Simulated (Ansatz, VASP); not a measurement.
# BaS in VASP and in Ansatz

File POSCAR:

```
BaS
1.0
    5.4625835942      0.0000000000      0.0000000000
   -2.7312917971      4.7307361629      0.0000000000
    0.0000000000      0.0000000000      6.4790722524
Ba S
2 2
Direct
    0.3333333333      0.6666666667     -0.0625000000
    0.6666666667      0.3333333333      0.4375000000
    0.3333333333      0.6666666667      0.4375000000
    0.6666666667      0.3333333333      0.9375000000
```

Contents of INCAR.step1:

```
SYSTEM = BaS
  PREC = Accurate
  ENCUT = 520
  ISMEAR = 0
  SIGMA = 0.01
  LREAL = .FALSE.
  LASPH = .TRUE.
  NELM = 100
  NBANDS = 24
  GGA = PE
  ALGO = Normal
  EDIFF = 1E-4
  LWAVE = .TRUE.
  LCHARG = .FALSE.
```

File INCAR.step2:

```
SYSTEM = BaS
  PREC = Accurate
  ENCUT = 520
  EDIFF = 1E-6
  ISMEAR = 0
  SIGMA = 0.01
  LREAL = .FALSE.
  LASPH = .TRUE.
  NELM = 100
  ALGO = Normal
  ISIF = 2
  LWAVE = .FALSE.
  LCHARG = .TRUE.
  METAGGA = R2SCAN
  LMIXTAU = .TRUE.
  LELF = .TRUE.
  LVHAR = .TRUE.
  NBANDS = 24
  ISTART = 1
```

The input KPOINTS:

```
Automatic mesh
0
G
  6 6 4
  0 0 0
```

Input for Ansatz:

```yaml
crystal:
  lattice:
    - [5.4625835942, 0.0, 0.0]
    - [-2.7312917971, 4.7307361629, 0.0]
    - [0.0, 0.0, 6.4790722524]
  atoms:
    - { symbol: Ba, position: [0.3333333333, 0.6666666667, -0.0625] }
    - { symbol: Ba, position: [0.6666666667, 0.3333333333, 0.4375] }
    - { symbol: S, position: [0.3333333333, 0.6666666667, 0.4375] }
    - { symbol: S, position: [0.6666666667, 0.3333333333, 0.9375] }
kpoints:
  mp_grid: { grid: [6, 6, 4] }
  band_path:
    path:
      - [0.0, 0.0, 0.0]
      - [0.5, 0.0, 0.0]
      - [0.3333333333, 0.3333333333, 0.0]
      - [0.0, 0.0, 0.5]
      - [0.5, 0.0, 0.5]
      - [0.3333333333, 0.3333333333, 0.5]
    npoints: 1
hamiltonian:
  xc: r2scan
scf:
  occupations: { method: fixed }
  n_extra_bands: 5
output:
  forces: true
  stress: true
  eigenvalues: true
  write_density: true
  write_potential: true
  elf: true
  volumetric_format: npy
```

Change from the starting cell: hydrostatic strain +1.5%.

Alike in both runs: task single point; functional r2SCAN; k mesh 6 × 6 × 4; no spin polarisation.

|  | VASP | Ansatz |
| --- | --- | --- |
| version | VASP 6.6.1 | Ansatz 0.2.0 |
| potentials or method | VASP PAW PBE potentials, release 64 (Ba_sv, S) | plane waves, PAW |
| plane-wave cutoff (eV) | 520 | 500 |
| occupations | gaussian, width 0.01 eV | fixed |
| valence electrons in the cell | 32 | 32 |

VASP gave:

* gap on the k mesh at the Fermi level (eV): 2.87
* pressure (GPa): -1.0
* traceless stress, the component that is largest in VASP (GPa): -0.12

Task: Estimate Ansatz's values.

Result: gap on the k mesh at the Fermi level (eV): 2.95; pressure (GPa): -1.4; traceless stress, the component that is largest in VASP (GPa): -0.19.

VASP's potentials were made for PBE, not for r2SCAN.

Neither program's run includes spin-orbit coupling.
